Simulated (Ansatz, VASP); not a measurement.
# Bi2Te: VASP beside Ansatz

```
Bi Te
1.0
     6.47827    0.00000    0.00000
     0.00000    6.47827    0.00000
     0.00000    0.00000    5.78428
Bi Te
4 2
Direct
  0.23008 0.23008 0.50000
  0.76992 0.76992 0.50000
  0.26992 0.73008 0.50000
  0.73008 0.26992 0.50000
  0.00000 0.50000 0.88808
  0.50000 0.00000 0.11192
```

Alike in both runs: functional PBE; k mesh 6 × 6 × 8; occupations gaussian, width 0.1 eV; no spin polarisation.

Ansatz relaxed the structure, and its values are those at the end. VASP's run is a single point on that final structure, the one shown.

|  | VASP | Ansatz |
| --- | --- | --- |
| version | VASP 6.6.1 | Ansatz 0.2.0 |
| potentials or method | VASP PAW PBE potentials, release 64 (Bi_d, Te), cutoff 520 eV | scalar-relativistic, plane waves, PAW |
| valence electrons in the cell | 72 | 92 |

```csv
,VASP,Ansatz,Ansatz less VASP
gap on the k mesh at the Fermi level (eV),none,none,-
pressure (GPa),0.0,0.0,+0.04
```

A gap of «none» marks a metal or a gap that the smearing closes. VASP's potentials hold 72 valence electrons a cell and Ansatz's 92, so a difference there can come from the potentials and not from the codes.

Spin-orbit coupling is off throughout.
